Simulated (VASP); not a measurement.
# Sb (Fd-3m) in VASP: a series of runs

Runs on Sb. Level: PBE. Tasks: single point, relaxation of cell and atoms.

Everything below comes from runs of VASP 6.6.1. Logs are shortened: lines on timing, memory, paths and dates and some standing lists are left out, and cuts for length are marked.

### Step 1. The cell of the first run

It takes space group Fd-3m (No. 227, cubic). The conventional cell has a = 6.988 Å, b = 6.988 Å, c = 6.988 Å, α = 90.00°, β = 90.00°, γ = 90.00°. Sb (site symmetry -43m) has 4 Sb at 3.03 Å within 4.0 Å.

### Step 2. Single point, PBE

INCAR reads:

```
SYSTEM = Sb
PREC     = Accurate       ! precision mode
ENCUT    = 500            ! plane-wave cutoff, eV
EDIFF    = 1E-6           ! SCF threshold, eV
ISMEAR   = -1             ! smearing method
SIGMA    = 0.08           ! smearing width, eV
LREAL    = .FALSE.        ! projectors in reciprocal space
LASPH    = .TRUE.         ! aspherical terms in the spheres
NELM     = 120            ! most SCF steps
ALGO     = Normal         ! electronic algorithm
ISIF     = 2              ! what is computed and relaxed
LWAVE    = .FALSE.        ! write WAVECAR
LCHARG   = .FALSE.        ! write CHGCAR
GGA      = PE             ! functional
NBANDS   = 12             ! bands
GGA_COMPAT= .FALSE.
```

KPOINTS reads:

```
Automatic mesh
0
G
  10 10 10
  0 0 0
```

POSCAR reads:

```
Sb
1.0
    0.0000000000      3.4940310074      3.4940310074
    3.4940310074      0.0000000000      3.4940310074
    3.4940310074      3.4940310074      0.0000000000
Sb
2
Direct
   -0.1250000000     -0.1250000000     -0.1250000000
    0.1250000000      0.1250000000      0.1250000000
```

Potentials or basis: VASP PAW PBE potentials, release 64 (Sb).

Command:

```console
cat potpaw_PBE.64/Sb/POTCAR > POTCAR
mpirun -np 1 vasp_std > vasp.out
```

OUTCAR:

```text
SYSTEM = Sb
   PREC = Accurate
   ENCUT = 500
   EDIFF = 1E-6
   ISMEAR = -1
   LREAL = .FALSE.
   LASPH = .TRUE.
   NELM = 120
   ISIF = 2
   GGA = PE

 ion  position               nearest neighbor table
   1  0.875  0.875  0.875-   2 3.03   2 3.03   2 3.03   2 3.03
   2  0.125  0.125  0.125-   1 3.03   1 3.03   1 3.03   1 3.03

  LATTYP: Found a face centered cubic cell.
 ALAT       =     6.9880620148

  Lattice vectors:

 A1 = (   0.0000000000,   3.4940310074,   3.4940310074)
 A2 = (   3.4940310074,   0.0000000000,   3.4940310074)
 A3 = (   3.4940310074,   3.4940310074,   0.0000000000)

Analysis of symmetry for initial positions (statically):
=====================================================================
 Subroutine PRICEL returns:
 Original cell was already a primitive cell.

 Routine SETGRP: Setting up the symmetry group for a
 face centered cubic supercell.

 Subroutine GETGRP returns: Found 48 space group operations
 (whereof 12 operations were pure point group operations)
 out of a pool of 48 trial point group operations.

The static configuration has the point symmetry D_3d.
 The point group associated with its full space group is O_h .

Analysis of symmetry for dynamics (positions and initial velocities):
=====================================================================
 Subroutine PRICEL returns:
 Original cell was already a primitive cell.

 Routine SETGRP: Setting up the symmetry group for a
 face centered cubic supercell.

 Subroutine GETGRP returns: Found 48 space group operations
 (whereof 12 operations were pure point group operations)
 out of a pool of 48 trial point group operations.

The dynamic configuration has the point symmetry D_3d.
 The point group associated with its full space group is O_h .

 Subroutine INISYM returns: Found 48 space group operations
 (whereof 12 operations are pure point group operations),
 and found     1 'primitive' translations

----------------------------------------------------------------------------------------

                                     Primitive cell

  volume of cell :      85.3120

  direct lattice vectors                    reciprocal lattice vectors
     0.000000000  3.494031007  3.494031007    -0.143101191  0.143101191  0.143101191
     3.494031007  0.000000000  3.494031007     0.143101191 -0.143101191  0.143101191
     3.494031007  3.494031007  0.000000000     0.143101191  0.143101191 -0.143101191

  length of vectors
     4.941306038  4.941306038  4.941306038     0.247858534  0.247858534  0.247858534

  position of ions in fractional coordinates (direct lattice)
     0.875000000  0.875000000  0.875000000
     0.125000000  0.125000000  0.125000000

  ion indices of the primitive-cell ions
   primitive index   ion index
                 1           1
                 2           2

----------------------------------------------------------------------------------------

 KPOINTS: Automatic mesh

Automatic generation of k-mesh.
 Grid dimensions read from file:
 generate k-points for:   10   10   10

 Generating k-lattice:

  Cartesian coordinates                     Fractional coordinates (reciprocal lattice)
    -0.014310119  0.014310119  0.014310119     0.100000000  0.000000000  0.000000000
     0.014310119 -0.014310119  0.014310119     0.000000000  0.100000000  0.000000000
     0.014310119  0.014310119 -0.014310119     0.000000000  0.000000000  0.100000000

  Length of vectors
     0.024785853  0.024785853  0.024785853

  Shift w.r.t. Gamma in fractional coordinates (k-lattice)
     0.000000000  0.000000000  0.000000000

 Subroutine IBZKPT returns following result:
 ===========================================

 Found     47 irreducible k-points:

 Following reciprocal coordinates:
            Coordinates               Weight
  0.000000  0.000000  0.000000      1.000000
  0.100000  0.000000  0.000000      8.000000
  0.200000  0.000000  0.000000      8.000000
  0.300000  0.000000  0.000000      8.000000
  0.400000  0.000000  0.000000      8.000000
  0.500000  0.000000  0.000000      4.000000
[... 16 lines left out ...]
  0.300000  0.300000  0.000000      6.000000
  0.400000  0.300000  0.000000     24.000000
 [... further k-points ...]
   k-points           NKPTS =     47   k-points in BZ     NKDIM =     47   number of bands    NBANDS=     12
   number of dos      NEDOS =    301   number of ions     NIONS =      2
   total plane-waves  NPLWV =  46656
   dimension x,y,z NGX =    36 NGY =   36 NGZ =   36
   dimension x,y,z NGXF=    72 NGYF=   72 NGZF=   72
   ions per type =               2
   NGX,Y,Z   is equivalent  to a cutoff of  12.11, 12.11, 12.11 a.u.
   NGXF,Y,Z  is equivalent  to a cutoff of  24.22, 24.22, 24.22 a.u.
 SYSTEM =  Sb
   PREC   = accura    normal or accurate (medium, high low for compatibility)
   ISTART =      0    job   : 0-new  1-cont  2-samecut
   ICHARG =      2    charge: 1-file 2-atom 10-const
   ISPIN  =      1    spin polarized calculation?
   LNONCOLLINEAR =      F non collinear calculations
   LSORBIT =      F    spin-orbit coupling
   LASPH  =      T    aspherical Exc in radial PAW
   ENCUT  =  500.0 eV  36.75 Ry    6.06 a.u.   9.01  9.01  9.01*2*pi/ulx,y,z
   NELM   =    120;   NELMIN=  2; NELMDL= -5     # of ELM steps
   EDIFF  = 0.1E-05   stopping-criterion for ELM
   LREAL  =      F    real-space projection
   EDIFFG = 0.1E-04   stopping-criterion for IOM
   NSW    =      0    number of steps for IOM
   IBRION =     -1    ionic relax: 0-MD 1-quasi-New 2-CG
   NFREE  =      0    steps in history (QN), initial steepest desc. (CG)
   ISIF   =      2    stress and relaxation
   ISYM   =      2    0-nonsym 1-usesym 2-fastsym
   POTIM  = 0.5000    time-step for ionic-motion
   TEBEG  =    0.0;   TEEND  =   0.0 temperature during run
   PSTRESS=    0.0 pullay stress
   NELECT =      10.0000    total number of electrons
   NUPDOWN=      -1.0000    fix difference up-down
   EMIN   =  10.00;   EMAX   =-10.00  energy-range for DOS
   EFERMI =   0.00;   METHOD = LEGACY
   ISMEAR =    -1;   SIGMA  =   0.08  broadening in eV -4-tet -1-fermi 0-gaus
   EFERMI_NEDOS =   21; number of points for ismear=-14 and -15
   IALGO  =     38    algorithm
   IMIX   =      4    mixing-type and parameters
     AMIX     =   0.40;   BMIX     =  1.00
     AMIX_MAG =   1.60;   BMIX_MAG =  1.00
  volume/ion in A,a.u.               =      42.66       287.86
  Fermi-wavevector in a.u.,A,eV,Ry     =   0.801195  1.514038  8.733756  0.641913
  Thomas-Fermi vector in A             =   1.908635
   LORBIT       =      0    0 simple, 1 ext, 2 COOP (PROOUT), +10 PAW based schemes
   GGA     = PE    functional components
   LHFCALC =     F    Hartree Fock is set to
   AEXX    =    0.0000 exact exchange contribution
   IVDW    =     0    specifies the selected vdW correction
   LEPSILON=     F    determine dielectric tensor
   LRPA    =     F    only Hartree local field effects (RPA)
 non-spin polarized calculation
  energy-cutoff  :      500.00
  volume of cell :       85.31
 maximum number of plane-waves:      2200
   NGX = 17   NGY = 17   NGZ = 17

 number of electron      10.0000000 magnetization

 Free energy of the ion-electron system (eV)
  ---------------------------------------------------
  ext. energy  EPLUGINS =         0.00000000
  ---------------------------------------------------
  free energy    TOTEN  =        -7.67389076 eV

  energy without entropy =       -7.64490706  energy(sigma->0) =       -7.65939891

 E-fermi :   3.8390     XC(G=0):  -7.8623

 val. band max:        3.8022344803   @ k =   0.2000   0.2000   0.0000
 cond. band min:       3.8970578249   @ k =   0.3000   0.2000   0.0000
 fundamental gap:      0.0948233445
 Fermi energy:         3.8389649573

 k-point     1 :       0.0000    0.0000    0.0000
  band No.  band energies     occupation
      1      -7.5583      2.00000
      2      -1.5096      2.00000
      3       2.1177      2.00000
      4       2.1177      2.00000
      5       2.1177      2.00000
      6       4.4003      0.00179
      7       4.4003      0.00179
      8       4.4003      0.00179
      9       7.8296      0.00000
     10      10.2174      0.00000
     11      10.2174      0.00000
     12      11.4122      0.00000

 k-point     2 :       0.1000    0.0000    0.0000
  band No.  band energies     occupation
      1      -7.4903      2.00000
      2      -1.7958      2.00000
      3       2.0116      2.00000
      4       2.0116      2.00000
      5       2.1313      2.00000
      6       4.5548      0.00026
      7       4.5548      0.00026
      8       4.5771      0.00020
      9       8.1683      0.00000
     10       9.9032      0.00000
     11       9.9032      0.00000
     12      11.1425      0.00000

 k-point     3 :       0.2000    0.0000    0.0000
  band No.  band energies     occupation
      1      -7.2932      2.00000
      2      -2.4678      2.00000
      3       1.7829      2.00000
      4       1.7829      2.00000
      5       2.0448      2.00000
      6       4.8941      0.00000
      7       4.8941      0.00000
      8       5.1914      0.00000
      9       8.8831      0.00000
     10       9.6143      0.00000
     11       9.6143      0.00000
     12      10.8747      0.00000
[... 286 lines left out ...]
 k-point    23 :       0.3000    0.3000    0.0000
  band No.  band energies     occupation
      1      -6.7538      2.00000
      2      -3.6364      2.00000
      3       0.9013      2.00000
      4       0.9013      2.00000
      5       3.4965      1.97271
      6       3.5517      1.94633
      7       6.6562      0.00000
      8       6.6562      0.00000
      9       8.2993      0.00000
     10      10.6129      0.00000
     11      11.1402      0.00000
     12      13.2690      0.00000

 k-point    24 :       0.4000    0.3000    0.0000
  band No.  band energies     occupation
      1      -6.4456      2.00000
      2      -4.1471      2.00000
      3       0.6126      2.00000
      4       0.7692      2.00000
      5       3.4874      1.97562
      6       3.7955      1.26506
      7       6.9075      0.00000
      8       7.0152      0.00000
      9       8.8453      0.00000
     10      10.7553      0.00000
     11      11.4669      0.00000
     12      12.7965      0.00000

 [... further k-points ...]

------------------------ aborting loop because EDIFF is reached ----------------------------------------

  FORCE on cell =-STRESS in cart. coord.  units (eV):
  Direction    XX          YY          ZZ          XY          YZ          ZX
  --------------------------------------------------------------------------------------
  -------------------------------------------------------------------------------------
  Total        0.0085521      0.0085521      0.0085521      0.0000000      0.0000000      0.0000000
  in kB        0.1606111      0.1606111      0.1606111      0.0000000      0.0000000      0.0000000
  external PRESSURE =       0.1606111 kB  Pullay stress =       0.0000000 kB

 VOLUME and BASIS-vectors are now :
 -----------------------------------------------------------------------------
  energy-cutoff  :      500.00
  volume of cell :       85.31
      direct lattice vectors                 reciprocal lattice vectors
     0.000000000  3.494031007  3.494031007    -0.143101191  0.143101191  0.143101191
     3.494031007  0.000000000  3.494031007     0.143101191 -0.143101191  0.143101191
     3.494031007  3.494031007  0.000000000     0.143101191  0.143101191 -0.143101191

 POSITION                                       TOTAL-FORCE (eV/Angst)
 -----------------------------------------------------------------------------------
      6.11455      6.11455      6.11455         0.000000      0.000000      0.000000
      0.87351      0.87351      0.87351        -0.000000     -0.000000     -0.000000
 -----------------------------------------------------------------------------------
    total drift:                               -0.000000      0.000000      0.000000

  FREE ENERGIE OF THE ION-ELECTRON SYSTEM (eV)
  ---------------------------------------------------
  free  energy   TOTEN  =        -7.6738907635 eV

  energy  without entropy=       -7.6449070563  energy(sigma->0) =       -7.65939891
```

Run time: 20 s. Hardware: 1 thread of AMD EPYC 9R45 (Zen 5), shared host; peak memory 0.18 GiB.

Results:

| Item | Value |
| --- | --- |
| Free energy | -7.6739 eV |
| Pressure | 0.0 GPa |
| Band gap on the k mesh | zero (band 5 reaches 4.47 eV, above the bottom of band 6 at 3.42 eV) |

Levels at points of the mesh, in eV from the Fermi level:
```tsv
k point	band 2	band 3	band 4	band 5	band 6	band 7	band 8	band 9
(0.00, 0.00, 0.00)	-5.35	-1.72	-1.72	-1.72	0.56	0.56	0.56	3.99
(0.50, 0.00, 0.00)	-8.00	-2.48	-2.48	-2.18	1.60	1.60	3.99	5.64
(0.50, 0.50, 0.00)	-9.25	-3.32	-3.32	-0.41	-0.41	4.17	4.17	6.16
```

Caveat: spin-orbit coupling is left out, which moves the levels of the heavy elements.

### Step 3. Relaxation of cell and atoms, PBE

This run uses another cell than the first one, of 35.00 Å³/atom, 0.821 times its volume.

INCAR reads:

```
PREC = Accurate
ENCUT = 500
EDIFF = 1E-7
ISMEAR = -1
SIGMA = 0.08
LREAL = False
LASPH = True
NELM = 120
ALGO = Normal
ISIF = 3
LWAVE = False
LCHARG = False
GGA = PE
IBRION = 2
NSW = 60
EDIFFG = -0.005
GGA_COMPAT = False
NELMIN = 4
```

KPOINTS reads:

```
Automatic mesh
0
Gamma
  10 10 10
```

POSCAR reads:

```
Sb
1.0
    0.0000000000      3.2710663102      3.2710663102
    3.2710663102      0.0000000000      3.2710663102
    3.2710663102      3.2710663102      0.0000000000
Sb
2
Direct
   -0.1250000000     -0.1250000000     -0.1250000000
    0.1250000000      0.1250000000      0.1250000000
```

Potentials or basis: VASP PAW PBE potentials, release 64 (Sb).

Command:

```console
cat potpaw_PBE.64/Sb/POTCAR > POTCAR
mpirun -np 1 vasp_std > vasp.out
```

Run time: 61 s. Hardware: 1 thread of AMD EPYC 9R45 (Zen 5), shared host; peak memory 0.19 GiB.

The run converged. Its results:

* Free energy: -7.6736 eV
* Relaxed volume: 42.66 Å³/atom
* Relaxed cell: a = 4.942 Å, b = 4.942 Å, c = 4.942 Å, α = 60.00°, β = 60.00°, γ = 60.00°
* Space group after relaxing (to 0.05 Å): Fd-3m (No. 227)
* Energy gained by relaxing: 189.1 meV/atom
* Ionic steps: 5
* Pressure after relaxing: 0.0 GPa
* Band gap on the k mesh: zero (band 5 reaches 4.47 eV, above the bottom of band 6 at 3.42 eV)

Step by step:
```csv
step,energy change (eV),largest force (eV/Å),pressure (GPa),volume (Å³)
1,0.0000,0.0000,9.31,70.00
2,-0.3243,0.0000,-2.19,92.69
3,-0.3783,0.0000,0.05,85.22
4,-0.3783,0.0000,-0.07,85.54
5,-0.3783,0.0000,0.01,85.33
```

Final structure:
```cif
data_structure
_symmetry_space_group_name_H-M 'P 1'
_symmetry_Int_Tables_number 1
_cell_length_a 4.9416
_cell_length_b 4.9416
_cell_length_c 4.9416
_cell_angle_alpha 60.000
_cell_angle_beta 60.000
_cell_angle_gamma 60.000
_cell_volume 85.33
loop_
_atom_site_label
_atom_site_type_symbol
_atom_site_fract_x
_atom_site_fract_y
_atom_site_fract_z
_atom_site_occupancy
Sb1 Sb 0.87500 0.87500 0.87500 1
Sb2 Sb 0.12500 0.12500 0.12500 1
```

Levels at points of the mesh, in eV from the Fermi level:
| k point | band 1 | band 2 | band 3 | band 4 | band 5 | band 6 | band 7 | band 8 | band 9 |
| --- | --- | --- | --- | --- | --- | --- | --- | --- | --- |
| (0.00, 0.00, 0.00) | -11.40 | -5.35 | -1.72 | -1.72 | -1.72 | 0.56 | 0.56 | 0.56 | 3.99 |
| (0.50, 0.00, 0.00) | -10.35 | -8.00 | -2.48 | -2.48 | -2.18 | 1.60 | 1.60 | 3.99 | 5.64 |
| (0.50, 0.50, 0.00) | -9.25 | -9.25 | -3.32 | -3.32 | -0.41 | -0.41 | 4.17 | 4.17 | 6.16 |

Caveat: the volume moved by over 15 % at a fixed basis, so the end points are rough; spin-orbit coupling is left out, which moves the levels of the heavy elements.

### Step 4. Single point, PBE (volume scaled by 0.4)

INCAR reads:

```
ALGO     = Normal         # electronic algorithm
EDIFF    = 1E-6           # SCF threshold, eV
ENCUT    = 500            # plane-wave cutoff, eV
GGA      = PE             # functional
GGA_COMPAT= False        
ISIF     = 2              # what is computed and relaxed
ISMEAR   = -1             # smearing method
LASPH    = True           # aspherical terms in the spheres
LCHARG   = True           # write CHGCAR
LELF     = True           # ELF
LREAL    = False          # projectors in reciprocal space
LVHAR    = True         
LWAVE    = False          # write WAVECAR
NBANDS   = 12             # bands
NELM     = 120            # most SCF steps
PREC     = Accurate       # precision mode
SIGMA    = 0.08           # smearing width, eV
```

KPOINTS reads:

```
k-points
0
Gamma
  10 10 10
```

POSCAR reads:

```
Sb
1.0
    0.0000000000      2.5744240577      2.5744240577
    2.5744240577      0.0000000000      2.5744240577
    2.5744240577      2.5744240577      0.0000000000
Sb
2
Direct
   -0.1250000000     -0.1250000000     -0.1250000000
    0.1250000000      0.1250000000      0.1250000000
```

Command:

```console
cat potpaw_PBE.64/Sb/POTCAR > POTCAR
mpirun -np 1 vasp_std > vasp.out
```

Wall time 12 s (1 thread of Intel Xeon 6975P-C, shared host); peak memory 0.16 GiB.

Results (log left out):

```
Free energy            : 6.1993 eV
Pressure               : 195.6 GPa
Band gap on the k mesh : zero (band 5 reaches 17.99 eV, above the bottom of band 6 at 14.36 eV)
```

Levels at points of the mesh, in eV from the Fermi level:
```
           k point  band 2  band 3  band 4  band 5  band 6  band 7  band 8  band 9
(0.00, 0.00, 0.00)   -2.93   -2.93   -2.93   -0.64   -0.64   -0.64    1.14    3.06
(0.50, 0.00, 0.00)  -13.59   -5.51   -5.51   -1.07    0.76    0.76    2.56    8.07
(0.50, 0.50, 0.00)  -14.44   -8.31   -8.31   -2.77   -2.77    9.29    9.29    9.77
```

Caveat: the cell differs from its parent crystal (volume scaled by 0.4); spin-orbit coupling is left out, which moves the levels of the heavy elements.

### Step 5. Single point, PBE (volume scaled by 0.4)

INCAR reads:

```
SYSTEM = Sb
PREC = Accurate
ENCUT = 500
EDIFF = 1E-6
ISMEAR = -1
SIGMA = 0.08
LREAL = .False.
LASPH = .True.
NELM = 120
ALGO = Normal
ISIF = 2
LWAVE = .False.
LCHARG = .False.
GGA = PE
NBANDS = 12
GGA_COMPAT = .False.
```

KPOINTS reads:

```
Automatic mesh
0
Gamma
  10 10 10
  0 0 0
```

POSCAR is that of step 4.

Command:

```console
cat potpaw_PBE.64/Sb/POTCAR > POTCAR
mpirun -np 1 vasp_std > vasp.out
```

Wall time 15 s (1 thread of Intel Xeon 6975P-C, shared host); peak memory 0.16 GiB.

It converged, with:

| Property | Result |
| --- | --- |
| Free energy | 6.1993 eV |
| Pressure | 195.6 GPa |
| Band gap on the k mesh | zero (band 5 reaches 17.99 eV, above the bottom of band 6 at 14.36 eV) |

Levels at points of the mesh, in eV from the Fermi level:
```tsv
k point	band 3	band 4	band 5	band 6	band 7	band 8
(0.00, 0.00, 0.00)	-2.93	-2.93	-0.64	-0.64	-0.64	1.14
(0.50, 0.00, 0.00)	-5.51	-5.51	-1.07	0.76	0.76	2.56
(0.50, 0.50, 0.00)	-8.31	-8.31	-2.77	-2.77	9.29	9.29
```

Caveat: the cell differs from its parent crystal (volume scaled by 0.4); spin-orbit coupling is left out, which moves the levels of the heavy elements.

### Step 6. Summary

| task | cell | gap on the mesh (eV) | pressure (GPa) |
| --- | --- | --- | --- |
| single point | a = 4.941 Å, angles 60.0°, 2 atoms | none | 0.0 |
| relaxation of cell and atoms | relaxed from a = 4.626 Å, angles 60.0°, 2 atoms | none | 0.0 |
| single point | a = 3.641 Å, angles 60.0°, 2 atoms | none | 195.6 |

Alike in all rows: level PBE; potentials or basis VASP PAW PBE potentials, release 64 (Sb); no spin polarisation; k mesh 10 × 10 × 10; cutoff (eV) 500; smearing fermi-dirac 0.08 eV.

Caveats: spin-orbit coupling is left out, which moves the levels of the heavy elements; the volume moved by over 15 % at a fixed basis, so the end points are rough (some runs).

Total energies depend on the potentials used, so only differences within one code and one set of settings carry meaning.
